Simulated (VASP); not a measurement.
## Ni: relaxation of cell and atoms with LDA

The system is Ni.

```
Ni
1.0
    -1.38372    1.38372    1.38372
     1.38372   -1.38372    1.38372
     1.38372    1.38372   -1.38372
Ni
1
Direct
  0.00000 0.00000 0.00000
```

This isn't the form of Ni at room conditions, which is fcc.

```yaml
Program: VASP 6.6.1
Task: relaxation of cell and atoms
Functional: LDA
Potentials_or_basis: VASP PAW LDA potentials, release 64 (Ni)
Cutoff: 600 eV
k_mesh: 14 × 14 × 14
Occupations: methfessel-paxton, width 0.2 eV
Spin: collinear spin, ferromagnetic start
Starting_moments: "[1.5] μB"
Target_pressure: 30 GPa
Dipole_correction: no
Further_INCAR_settings: ALGO = Normal; EDIFF = 1e-07; IBRION = 2; EDIFFG = -0.001; NSW = 80; ISIF = 3
```

```json
{"Relaxed volume": "9.13 Å³/atom", "Relaxed cell": "a = 2.280 Å, b = 2.280 Å, c = 2.280 Å, α = 109.47°, β = 109.47°, γ = 109.47°", "Space group after relaxing (to 0.1 Å)": "Im-3m (No. 229)", "Energy change on relaxing (the run minimises the enthalpy)": "+60.5 meV/atom", "Ionic steps": "7", "Pressure after relaxing": "30.0 GPa", "Band gap on the k mesh": "zero (filled and empty bands overlap)", "Net moment": "0.00 μB per cell", "Valence electrons inside the program's atomic spheres": "Ni 9.69"}
```

The path:
| step | energy change (eV) | largest force (eV/Å) | pressure (GPa) | volume (Å³) |
| --- | --- | --- | --- | --- |
| 1 | 0.0000 | 0.0000 | -10.93 | 10.60 |
| 2 | 1.4790 | 0.0000 | 221.48 | 6.96 |
| 3 | 0.0394 | 0.0000 | 24.89 | 9.25 |
| 4 | 0.0537 | 0.0000 | 28.40 | 9.16 |
| 5 | 0.0606 | 0.0000 | 30.02 | 9.13 |
| 6 | 0.0603 | 0.0000 | 29.96 | 9.13 |
| 7 | 0.0605 | 0.0000 | 29.99 | 9.13 |

Final structure:
```yaml
crystal:
  lattice:
    - [-1.31651, 1.31651, 1.31651]
    - [1.31651, -1.31651, 1.31651]
    - [1.31651, 1.31651, -1.31651]
  atoms:
    - { symbol: Ni, position: [0.00000, 0.00000, 0.00000] }
```

Levels at points of the mesh, in eV from the Fermi level:
Spin up:
```csv
k point,band 1,band 2,band 3,band 4,band 5,band 6,band 7,band 8,band 9,band 10
"(0.00, 0.00, 0.00)",-10.05,-2.43,-2.43,-2.43,-0.68,-0.68,28.37,28.37,34.65,34.65
"(0.50, 0.00, 0.00)",-5.47,-3.67,-0.73,-0.46,0.16,0.56,8.21,20.78,22.80,26.75
"(0.50, 0.50, 0.50)",-5.09,-5.09,0.26,0.26,0.26,11.00,11.00,11.00,17.79,17.79
```
Spin down:
```csv
k point,band 1,band 2,band 3,band 4,band 5,band 6,band 7,band 8,band 9,band 10
"(0.00, 0.00, 0.00)",-10.05,-2.43,-2.43,-2.43,-0.68,-0.68,28.37,28.37,34.65,34.65
"(0.50, 0.00, 0.00)",-5.47,-3.67,-0.73,-0.46,0.16,0.56,8.21,20.78,22.80,26.75
"(0.50, 0.50, 0.50)",-5.09,-5.09,0.26,0.26,0.26,11.00,11.00,11.00,17.79,17.79
```

Run time: 50 s on 1 thread of Intel(R) Xeon(R) 6975P-C (Granite Rapids) (shared host), peak memory 0.14 GiB.

Caveat: the cell is relaxed towards a set pressure, so the run minimises the enthalpy, not the energy; the moments typed at the start vanished in this run.
